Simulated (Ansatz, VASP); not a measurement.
**La2O3 in VASP and in Ansatz**

```
La O
1.0
     3.88311    0.00000    0.00000
    -1.94156    3.36287    0.00000
     0.00000    0.00000    5.95078
La O
2 3
Direct
  0.66667 0.33333 0.75603
  0.33333 0.66667 0.24397
  0.66667 0.33333 0.35338
  0.33333 0.66667 0.64662
  0.00000 0.00000 0.00000
```

Alike in both runs: functional LDA; k mesh 9 × 9 × 4; occupations gaussian, width 0.02 eV; no spin polarisation.

Ansatz relaxed the structure, and its values are those at the end. VASP's run is a single point on that final structure, the one shown.

```csv
,VASP,Ansatz
version,VASP 6.6.1,Ansatz 0.2.0
potentials or method,"VASP PAW LDA potentials, release 64 (La, O), cutoff 520 eV","scalar-relativistic, plane waves, PAW"
valence electrons in the cell,40,40
```

VASP gave:

- gap on the k mesh at the Fermi level (eV): 3.75
- least direct gap on the mesh (eV): 3.80
- pressure (GPa): -0.1
- rms of the force components (eV/Å): 0.004

Which values does Ansatz return?

gap on the k mesh at the Fermi level (eV): 3.76; least direct gap on the mesh (eV): 3.81; pressure (GPa): 0.0; rms of the force components (eV/Å): 0.000.

Ansatz warns that its potentials were made for another functional, while VASP's fit it. LDA's correlation is that of Perdew and Zunger in VASP and of Perdew and Wang (1992) in Ansatz.

Neither program's run includes spin-orbit coupling.
